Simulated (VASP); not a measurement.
Al3BN2:

```
Al B N
1.0
     4.84500   -2.79500    0.00000
     4.84500    2.79500    0.00000
     0.00000    0.00000    5.27000
Al B N
6 2 4
Cartesian
  4.8450 1.8631 1.9762
  4.8450 -1.8631 4.6113
  6.4603 -0.9319 1.9762
  6.4603 0.9319 4.6113
  3.2297 0.9319 4.6113
  3.2297 -0.9319 1.9762
  4.8450 1.8631 0.0000
  4.8450 -1.8631 2.6350
  6.4603 -0.9319 0.0000
  6.4603 0.9319 2.6350
  3.2297 0.9319 2.6350
  3.2297 -0.9319 0.0000
```

```yaml
Program: VASP 6.6.1
Task: relaxation of cell and atoms
Functional: PBE
Potentials_or_basis: VASP PAW PBE potentials, release 64 (Al, B, N)
Cutoff: 600 eV
k_mesh: 3 × 3 × 2
Occupations: gaussian, width 0.15 eV
Spin: no spin polarisation
```

At the start: pressure 3.3 GPa; volume 11.89 Å³/atom.

How do energy, volume and symmetry change on relaxing?

Over 18 steps the energy falls by 233.9 meV/atom and the volume is 11.74 Å³/atom (-1.3 %); space group Cmc2_1 (No. 36, to 0.1 Å) before and after.

Step by step:
```tsv
step	energy change (eV)	largest force (eV/Å)	pressure (GPa)	volume (Å³)
1	0.0000	3.4597	3.29	142.73
2	-1.7900	1.5200	-3.10	147.79
3	-2.0014	1.0413	-5.01	150.08
4	-2.3843	0.7293	2.35	142.01
5	-2.3896	0.6995	3.53	140.93
6	-2.5966	0.4648	0.38	143.05
7	-2.6140	0.4742	-0.80	143.90
8	-2.6746	0.4277	-0.27	142.96
9	-2.6834	0.4265	0.13	142.43
10	-2.7086	0.3328	0.05	142.22
11	-2.7091	0.3768	0.04	142.19
12	-2.7331	0.3097	-0.11	142.10
13	-2.7700	0.2962	-0.57	141.82
14	-2.7913	0.1358	-0.01	141.11
15	-2.7968	0.1439	0.48	140.53
16	-2.8036	0.1290	0.26	140.65
17	-2.8040	0.1266	0.20	140.69
18	-2.8067	0.0572	-0.03	140.93
```

Final structure:
```
Al B N
1.0
     4.92951   -2.96242    0.00000
     4.92951    2.96242    0.00000
     0.00000    0.00000    4.82544
Al B N
6 2 4
Direct
  0.22867 0.77133 0.41674
  0.77133 0.22867 0.91674
  0.85268 0.50802 0.38416
  0.50802 0.85268 0.88416
  0.14732 0.49197 0.88416
  0.49197 0.14732 0.38416
  0.11415 0.88585 0.95784
  0.88585 0.11415 0.45784
  0.80799 0.53534 0.99105
  0.53534 0.80799 0.49105
  0.19201 0.46466 0.49105
  0.46466 0.19201 0.99105
```

Caveat: the k points lie up to 0.65 Å⁻¹ apart in the final cell; the relaxation stopped at a loose force limit of 0.08 eV/Å, so its end isn't a converged minimum.
